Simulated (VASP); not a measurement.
Crystal: LaTl.

```
La Tl
1.0
     3.99480    0.00000    0.00000
     0.00000    3.99480    0.00000
     0.00000    0.00000    3.99480
La Tl
1 1
Direct
  0.00000 0.00000 0.00000
  0.50000 0.50000 0.50000
```

```yaml
Program: VASP 6.6.1
Task: relaxation of cell and atoms
Functional: PBEsol
Potentials_or_basis: VASP PAW PBE potentials, release 64 (La, Tl_d)
Cutoff: 600 eV
k_mesh: 10 × 10 × 10
Occupations: gaussian, width 0.1 eV
Spin: no spin polarisation
```

At the start: pressure -2.8 GPa; volume 31.88 Å³/atom.

Question: Where does the relaxation end?

Answer: Over 3 steps the energy falls by 16.2 meV/atom and the volume is 30.10 Å³/atom (-5.6 %); space group Pm-3m (No. 221, to 0.05 Å).

Step by step:
```
step  energy change (eV)  largest force (eV/Å)  pressure (GPa)  volume (Å³)
   1              0.0000                0.0000           -2.78        63.75
   2             -0.0266                0.0000            1.36        58.79
   3             -0.0325                0.0000            0.00        60.19
```

Final structure:
```
La Tl
1.0
     3.91900    0.00000    0.00000
     0.00000    3.91900    0.00000
     0.00000    0.00000    3.91900
La Tl
1 1
Direct
  0.00000 0.00000 0.00000
  0.50000 0.50000 0.50000
```

Caveat: the PAW data sets were made with another functional, which shifts forces and pressure a little.
